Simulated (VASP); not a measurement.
# TiAl3 (Fmm2) in VASP: single point with PBE

Aim: the single point of TiAl3 with PBE.

Program: VASP 6.6.1. These are calculated values, not measurements. Logs are shortened: lines on timing, memory, paths and dates and some standing lists are left out, and cuts for length are marked.

**1. The cell of the first run**

The structure is orthorhombic, space group Fmm2 (No. 42). Conventional cell: a = 5.438 Å, b = 8.623 Å, c = 5.438 Å, α = 90.00°, β = 90.00°, γ = 90.00°. Ti (site symmetry mm2) has 12 Al at 2.72 to 2.96 Å within 3.6 Å. Within 3.6 Å of Al (site symmetry mm2) lie 4 Ti at 2.72 Å and 8 Al at 2.82 to 2.96 Å. Al (site symmetry 2) has 8 Al at 2.72 to 2.96 Å and 4 Ti at 2.82 to 2.96 Å within 3.6 Å.

**2. Single point, PBE (atoms displaced along a vibrational mode)**

INCAR reads:

```
SYSTEM = TiAl3
  ALGO = Fast
  EDIFF = 1E-7
  ENCUT = 520
  GGA = PE
  ISIF = 2
  ISMEAR = 0
  LASPH = .TRUE.
  LCHARG = .FALSE.
  LREAL = .FALSE.
  LWAVE = .FALSE.
  NBANDS = 18
  NELM = 100
  PREC = Accurate
  SIGMA = 0.15
```

KPOINTS reads:

```
k-points
0
G
  18 18 18
  0 0 0
```

POSCAR reads:

```
TiAl3
1.0
   -1.9226734293      1.9226734293      4.3114047961
    1.9226734293     -1.9226734293      4.3114047961
    1.9226734293      1.9226734293     -4.3114047961
Ti Al
1 3
Direct
   -0.0119642087     -0.0119642087     -0.0239284173
    0.4881257403      0.4881257403     -0.0237485193
    0.7665497711      0.2665497711      0.5330995422
    0.2665497711      0.7665497711      0.5330995422
```

Potentials or basis: VASP PAW PBE potentials, release 64 (Ti_sv, Al).

The run is started by

```
cat potpaw_PBE.64/Ti_sv/POTCAR potpaw_PBE.64/Al/POTCAR > POTCAR
mpirun -np 1 vasp_std > vasp.out
```

OUTCAR:

```text
SYSTEM = TiAl3
   EDIFF = 1E-7
   ENCUT = 520
   GGA = PE
   ISIF = 2
   ISMEAR = 0
   LASPH = .TRUE.
   LREAL = .FALSE.
   NELM = 100
   PREC = Accurate

 ion  position               nearest neighbor table
   1  0.988  0.988  0.976-   2 2.72   2 2.72   2 2.72   2 2.72   3 2.82   4 2.82   4 2.82   3 2.82
                             4 2.96   3 2.96   3 2.96   4 2.96
   2  0.488  0.488  0.976-   1 2.72   1 2.72   1 2.72   1 2.72   3 2.82   4 2.82   4 2.82   3 2.82
                             4 2.96   3 2.96   4 2.96   3 2.96
   3  0.767  0.267  0.533-   4 2.72   4 2.72   4 2.72   4 2.72   1 2.82   1 2.82   2 2.82   2 2.82
                             2 2.96   2 2.96   1 2.96   1 2.96
   4  0.267  0.767  0.533-   3 2.72   3 2.72   3 2.72   3 2.72   1 2.82   1 2.82   2 2.82   2 2.82
                             2 2.96   2 2.96   1 2.96   1 2.96

  LATTYP: Found a body centered tetragonal cell.
 ALAT       =     3.8453468586
 C/A-ratio  =     2.2424009873

  Lattice vectors:

 A1 = (  -1.9226734293,   1.9226734293,   4.3114047961)
 A2 = (   1.9226734293,  -1.9226734293,   4.3114047961)
 A3 = (   1.9226734293,   1.9226734293,  -4.3114047961)

Analysis of symmetry for initial positions (statically):
=====================================================================
 Subroutine PRICEL returns:
 Original cell was already a primitive cell.

 Routine SETGRP: Setting up the symmetry group for a
 body centered tetragonal supercell.

 Subroutine GETGRP returns: Found  4 space group operations
 (whereof  4 operations were pure point group operations)
 out of a pool of 16 trial point group operations.

The static configuration has the point symmetry C_2v.

Analysis of symmetry for dynamics (positions and initial velocities):
=====================================================================
 Subroutine PRICEL returns:
 Original cell was already a primitive cell.

 Routine SETGRP: Setting up the symmetry group for a
 body centered tetragonal supercell.

 Subroutine GETGRP returns: Found  4 space group operations
 (whereof  4 operations were pure point group operations)
 out of a pool of 16 trial point group operations.

The dynamic configuration has the point symmetry C_2v.

 Subroutine INISYM returns: Found  4 space group operations
 (whereof  4 operations are pure point group operations),
 and found     1 'primitive' translations

----------------------------------------------------------------------------------------

                                     Primitive cell

[... 97 lines left out ...]
   NSW    =      0    number of steps for IOM
   IBRION =     -1    ionic relax: 0-MD 1-quasi-New 2-CG
   NFREE  =      0    steps in history (QN), initial steepest desc. (CG)
   ISIF   =      2    stress and relaxation
   ISYM   =      2    0-nonsym 1-usesym 2-fastsym
   POTIM  = 0.5000    time-step for ionic-motion
   TEBEG  =    0.0;   TEEND  =   0.0 temperature during run
   PSTRESS=    0.0 pullay stress
   NELECT =      21.0000    total number of electrons
   NUPDOWN=      -1.0000    fix difference up-down
   EMIN   =  10.00;   EMAX   =-10.00  energy-range for DOS
   EFERMI =   0.00;   METHOD = LEGACY
   ISMEAR =     0;   SIGMA  =   0.15  broadening in eV -4-tet -1-fermi 0-gaus
   EFERMI_NEDOS =   21; number of points for ismear=-14 and -15
   IALGO  =     68    algorithm
   IMIX   =      4    mixing-type and parameters
     AMIX     =   0.40;   BMIX     =  1.00
     AMIX_MAG =   1.60;   BMIX_MAG =  1.00
  volume/ion in A,a.u.               =      15.94       107.55
  Fermi-wavevector in a.u.,A,eV,Ry     =   1.130623  2.136568 17.392455  1.278309
  Thomas-Fermi vector in A             =   2.267320
   LORBIT       =      0    0 simple, 1 ext, 2 COOP (PROOUT), +10 PAW based schemes
   GGA     = PE    functional components
   LHFCALC =     F    Hartree Fock is set to
   AEXX    =    0.0000 exact exchange contribution
   IVDW    =     0    specifies the selected vdW correction
   LEPSILON=     F    determine dielectric tensor
   LRPA    =     F    only Hartree local field effects (RPA)
 non-spin polarized calculation
 RMM-DIIS sequential band-by-band and
 Gauss-broadening in eV      SIGMA  =   0.15
  energy-cutoff  :      520.00
  volume of cell :       63.75
 maximum number of plane-waves:      1752
 NGX is ok and might be reduce to    40
   NGX = 19   NGY = 19   NGZ = 19

 number of electron      21.0000000 magnetization

 Free energy of the ion-electron system (eV)
  ---------------------------------------------------
  ext. energy  EPLUGINS =         0.00000000
  ---------------------------------------------------
  free energy    TOTEN  =       -20.60467286 eV

  energy without entropy =      -20.58535416  energy(sigma->0) =      -20.59501351

 E-fermi :   8.1703     XC(G=0): -10.7156

 val. band max:        8.1700768801   @ k =  -0.0556   0.4444   0.3333
 cond. band min:       8.1714582468   @ k =   0.5000   0.5000   0.2222
 fundamental gap:      0.0013813667
 Fermi energy:         8.1703061402

 k-point     1 :       0.0000    0.0000    0.0000
  band No.  band energies     occupation
      1     -48.3275      2.00000
      2     -24.6425      2.00000
      3     -24.6391      2.00000
      4     -24.5620      2.00000
      5      -1.8594      2.00000
      6       5.3082      2.00000
[... 481 lines left out ...]
      5       0.0515      2.00000
      6       2.2769      2.00000
[... 10 lines left out ...]
     17      13.0695      0.00000
     18      13.9317      0.00000

 [... further k-points ...]

------------------------ aborting loop because EDIFF is reached ----------------------------------------

  FORCE on cell =-STRESS in cart. coord.  units (eV):
  Direction    XX          YY          ZZ          XY          YZ          ZX
  --------------------------------------------------------------------------------------
  -------------------------------------------------------------------------------------
  Total        0.0764523      0.0764523      0.3190424      0.0075888      0.0000000      0.0000000
  in kB        1.9213710      1.9213710      8.0180576      0.1907181      0.0000000      0.0000000
  external PRESSURE =       3.9535999 kB  Pullay stress =       0.0000000 kB

 VOLUME and BASIS-vectors are now :
 -----------------------------------------------------------------------------
  energy-cutoff  :      520.00
  volume of cell :       63.75
      direct lattice vectors                 reciprocal lattice vectors
    -1.922673429  1.922673429  4.311404796     0.000000000  0.260054564  0.115971481
     1.922673429 -1.922673429  4.311404796     0.260054564  0.000000000  0.115971481
     1.922673429  1.922673429 -4.311404796     0.260054564  0.260054564  0.000000000

 POSITION                                       TOTAL-FORCE (eV/Angst)
 -----------------------------------------------------------------------------------
      1.87667      1.87667      4.31140         0.384371      0.384371     -0.000000
      1.87701      1.87701     -0.00000         0.214872      0.214872      0.000000
      0.06364      1.98631      2.15570        -0.299622     -0.299622      0.000000
      1.98631      0.06364      2.15570        -0.299622     -0.299622      0.000000
 -----------------------------------------------------------------------------------
    total drift:                               -0.000313     -0.000313      0.000001

  FREE ENERGIE OF THE ION-ELECTRON SYSTEM (eV)
  ---------------------------------------------------
  free  energy   TOTEN  =       -20.6046728619 eV

  energy  without entropy=      -20.5853541598  energy(sigma->0) =      -20.59501351
```

OSZICAR:

```text
N       E                     dE             d eps       ncg     rms          rms(c)
DAV:   1     0.120890593026E+03    0.12089E+03   -0.90185E+03 31148   0.109E+03
DAV:   2    -0.133764835264E+02   -0.13427E+03   -0.13053E+03 31498   0.288E+02
DAV:   3    -0.223773628140E+02   -0.90009E+01   -0.88226E+01 50062   0.676E+01
[... 34 lines left out ...]
RMM:  38    -0.206046723950E+02   -0.11366E-06   -0.13818E-06 22549   0.183E-03    0.140E-02
RMM:  39    -0.206046725417E+02   -0.14664E-06   -0.13793E-06 23638   0.188E-03    0.143E-02
RMM:  40    -0.206046726244E+02   -0.82757E-07   -0.10610E-06 22161   0.173E-03    0.143E-02
RMM:  41    -0.206046727727E+02   -0.14828E-06   -0.10700E-06 26264   0.190E-03    0.149E-02
RMM:  42    -0.206046728619E+02   -0.89241E-07   -0.81293E-07 24766   0.172E-03
   1 F= -.20604673E+02 E0= -.20595014E+02  d E =-.193187E-01
```

Wall time 47 min (1 thread of Intel Xeon 6975P-C (Granite Rapids), shared host); peak memory 1 GiB.

Results:

| Quantity | Value |
| --- | --- |
| Free energy | -20.6047 eV |
| Pressure | 0.4 GPa |
| Largest force | 0.544 eV/Å |
| Band gap on the k mesh | zero (an odd number of electrons rules out a gap without spin polarisation) |

Forces in eV/Å, atoms in the order of the input:
```
Ti   0.384  0.384  0.000
Al   0.215  0.215  0.000
Al  -0.300 -0.300  0.000
Al  -0.300 -0.300  0.000
```

Stress tensor (GPa, compression positive):
```
0.19 0.02 0.00
0.02 0.19 0.00
0.00 0.00 0.80
```

Caveat: the cell differs from its parent crystal (atoms displaced along a vibrational mode).
